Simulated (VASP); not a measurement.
# Fe (Fm-3m) in VASP: a series of runs, part 2 of 2

VASP 6.6.1. Earlier steps stand in the parts before.

### 3 Single point, PBE, collinear spin, ferromagnetic start

This run uses another cell than the first one, of 19.65 Å³/atom, 1.614 times its volume.

File INCAR:

```
ALGO = Normal
EDIFF = 1E-6
ENCUT = 520
GGA = PE
ISIF = 2
ISMEAR = 0
ISPIN = 2
LASPH = T
LCHARG = F
LMAXMIX = 4
LORBIT = 11
LREAL = F
LWAVE = F
MAGMOM = 4
NBANDS = 14
NELM = 150
PREC = Accurate
SIGMA = 0.1
```

File KPOINTS:

```
k-points
0
Gamma
  8 8 8
```

File POSCAR:

```
Fe
1.0
    0.0000000000      2.1417216095      2.1417216095
    2.1417216095      0.0000000000      2.1417216095
    2.1417216095      2.1417216095      0.0000000000
Fe
1
Direct
    0.0000000000      0.0000000000      0.0000000000
```

Potentials or basis: VASP PAW PBE potentials, release 64 (Fe).

Command:

```bash
cat potpaw_PBE.64/Fe/POTCAR > POTCAR
mpirun -np 1 vasp_std > vasp.out
```

OUTCAR:

```text
EDIFF = 1E-6
   ENCUT = 520
   GGA = PE
   ISIF = 2
   ISMEAR = 0
   ISPIN = 2
   LASPH = T
   LORBIT = 11
   LREAL = F
   NELM = 150
   PREC = Accurate

 ion  position               nearest neighbor table
   1  0.000  0.000  0.000-

  LATTYP: Found a face centered cubic cell.
 ALAT       =     4.2834432190

  Lattice vectors:

 A1 = (   0.0000000000,   2.1417216095,   2.1417216095)
 A2 = (   2.1417216095,   0.0000000000,   2.1417216095)
 A3 = (   2.1417216095,   2.1417216095,   0.0000000000)

Analysis of symmetry for initial positions (statically):
=====================================================================
 Subroutine PRICEL returns:
 Original cell was already a primitive cell.

 Routine SETGRP: Setting up the symmetry group for a
 face centered cubic supercell.

 Subroutine GETGRP returns: Found 48 space group operations
 (whereof 48 operations were pure point group operations)
 out of a pool of 48 trial point group operations.

The static configuration has the point symmetry O_h .

Analysis of symmetry for dynamics (positions and initial velocities):
=====================================================================
 Subroutine PRICEL returns:
[... 599 lines left out ...]
      7      19.1156      0.00000
      8      21.0402      0.00000
      9      21.0402      0.00000
     10      21.0402      0.00000
     11      23.1428      0.00000
     12      23.1428      0.00000
     13      23.1429      0.00000
     14      25.1363      0.00000
[... 379 lines left out ...]
      3       2.0552      0.99271
      4       2.8113      0.00000
      5       3.4962      0.00000
      6       5.1494      0.00000
      7       6.4157      0.00000
      8      13.2680      0.00000
      9      13.3375      0.00000
     10      19.7997      0.00000
     11      22.6758      0.00000
     12      28.0464      0.00000
     13      29.0592      0.00000
     14      29.4595      0.00000

 [... further k-points ...]
[... 5 lines left out ...]
  --------------------------------------------------------------------------------------
  -------------------------------------------------------------------------------------
  Total       -3.1510829     -3.1510829     -3.1510829     -0.0000000      0.0000000     -0.0000000
  in kB     -256.9516236   -256.9516236   -256.9516236     -0.0000000      0.0000000     -0.0000000
  external PRESSURE =    -256.9516236 kB  Pullay stress =       0.0000000 kB

 VOLUME and BASIS-vectors are now :
 -----------------------------------------------------------------------------
  energy-cutoff  :      520.00
  volume of cell :       19.65
      direct lattice vectors                 reciprocal lattice vectors
     0.000000000  2.141721609  2.141721609    -0.233457046  0.233457046  0.233457046
     2.141721609  0.000000000  2.141721609     0.233457046 -0.233457046  0.233457046
     2.141721609  2.141721609  0.000000000     0.233457046  0.233457046 -0.233457046

 POSITION                                       TOTAL-FORCE (eV/Angst)
 -----------------------------------------------------------------------------------
      0.00000      0.00000      0.00000         0.000000     -0.000000      0.000000
 -----------------------------------------------------------------------------------
    total drift:                               -0.000000      0.000000     -0.000000

  FREE ENERGIE OF THE ION-ELECTRON SYSTEM (eV)
  ---------------------------------------------------
  free  energy   TOTEN  =        -7.0945730264 eV

  energy  without entropy=       -7.0870889639  energy(sigma->0) =       -7.09083100

 total charge

# of ion       s       p       d       tot
------------------------------------------
    1        0.347   0.236   5.983   6.567

 magnetization (x)

# of ion       s       p       d       tot
------------------------------------------
    1        0.002  -0.035   3.160   3.127
```

stdout:

```text
POSCAR found type information on POSCAR Fe
 POSCAR found :  1 types and       1 ions
 scaLAPACK will be used
 LDA part: xc-table for (Slater+PW92), standard interpolation
 POSCAR, INCAR and KPOINTS ok, starting setup
 FFT: planning ... GRIDC
 FFT: planning ... GRID_SOFT
 FFT: planning ... GRID
 WAVECAR not read
 entering main loop
```

Run time: 11 s. Hardware: 1 thread of Intel Xeon Platinum 8488C (Sapphire Rapids), shared host; peak memory 0.14 GiB.

Results:

| Quantity | Value |
| --- | --- |
| Free energy | -7.0946 eV |
| Pressure | -25.7 GPa |
| Net moment | 3.07 μB per cell |
| Site moments | Fe +3.13 μB |
| Valence electrons inside the program's atomic spheres | Fe 6.57 |

### 4 Relaxation of cell and atoms, PBE, collinear spin, ferromagnetic start

This run uses another cell than the first one, of 19.65 Å³/atom, 1.614 times its volume.

File INCAR:

```
PREC = Accurate
ENCUT = 600
EDIFF = 1E-6
ISMEAR = 0
SIGMA = 0.1
LREAL = False
LASPH = True
NELM = 150
ALGO = Normal
ISIF = 3
LWAVE = False
LCHARG = False
ISPIN = 2
MAGMOM = 3.51
LORBIT = 11
LMAXMIX = 4
GGA = PE
IBRION = 2
NSW = 80
EDIFFG = -0.05
```

File KPOINTS:

```
Automatic mesh
0
Gamma
  8 8 8
```

POSCAR is that of step 3.

Command:

```bash
cat potpaw_PBE.64/Fe/POTCAR > POTCAR
mpirun -np 1 vasp_std > vasp.out
```

It took 1.7 min on 1 thread of Intel Xeon Platinum 8488C (Sapphire Rapids), shared host; peak memory 0.22 GiB.

Results (log left out):

```yaml
Free_energy: -8.0920 eV
Relaxed_volume: 10.22 Å³/atom
Relaxed_cell: a = 2.436 Å, b = 2.436 Å, c = 2.436 Å, α = 60.00°, β = 60.00°, γ = 60.00°
Space_group_after_relaxing_to_0.05_Å: Fm-3m (No. 225)
Energy_gained_by_relaxing: 997.8 meV/atom
Ionic_steps: 9
Pressure_after_relaxing: 0.0 GPa
Band_gap_on_the_k_mesh: zero (filled and empty bands overlap)
Net_moment: 0.00 μB per cell
Valence_electrons_inside_the_program's_atomic_spheres: Fe 7.50
```

Step by step:
| step | energy change (eV) | largest force (eV/Å) | pressure (GPa) | volume (Å³) |
| --- | --- | --- | --- | --- |
| 1 | 0.0000 | 0.0000 | -25.74 | 19.65 |
| 2 | -0.8016 | 0.0000 | -30.71 | 11.97 |
| 3 | 71.8045 | 0.0000 | 7924.64 | 1.70 |
| 4 | -0.8813 | 0.0000 | -25.58 | 11.52 |
| 5 | -0.9849 | 0.0000 | 11.51 | 9.85 |
| 6 | -0.9973 | 0.0000 | -2.01 | 10.30 |
| 7 | -0.9973 | 0.0000 | 2.10 | 10.15 |
| 8 | -0.9962 | 0.0000 | -3.61 | 10.36 |
| 9 | -0.9978 | 0.0000 | 0.03 | 10.22 |

Final structure:
```
CELL_PARAMETERS angstrom
0.00000 1.72266 1.72266
1.72266 0.00000 1.72266
1.72266 1.72266 0.00000
ATOMIC_POSITIONS crystal
Fe 0.00000 0.00000 0.00000
```

Levels at points of the mesh, in eV from the Fermi level:
Spin up:
```csv
k point,band 1,band 2,band 3,band 4,band 5,band 6,band 7,band 8
"(0.00, 0.00, 0.00)",-8.78,-1.55,-1.55,-1.55,0.00,0.00,23.40,28.90
"(0.50, 0.00, 0.00)",-4.78,-1.65,-1.65,0.25,1.07,1.07,8.42,21.96
"(0.50, 0.50, 0.00)",-4.88,-4.13,1.04,1.35,1.35,3.33,11.82,16.33
```
Spin down:
```
           k point  band 1  band 2  band 3  band 4  band 5  band 6  band 7  band 8  band 9
(0.00, 0.00, 0.00)   -8.78   -1.55   -1.55   -1.55    0.00    0.00   23.40   28.90   28.90
(0.50, 0.00, 0.00)   -4.78   -1.65   -1.65    0.25    1.07    1.07    8.42   21.96   27.11
(0.50, 0.50, 0.00)   -4.88   -4.13    1.04    1.35    1.35    3.33   11.82   16.33   16.33
```

Caveat: the starting moments collapsed, and a magnetic state may lie lower; the volume moved by over 15 % at a fixed basis, so the end points are rough.
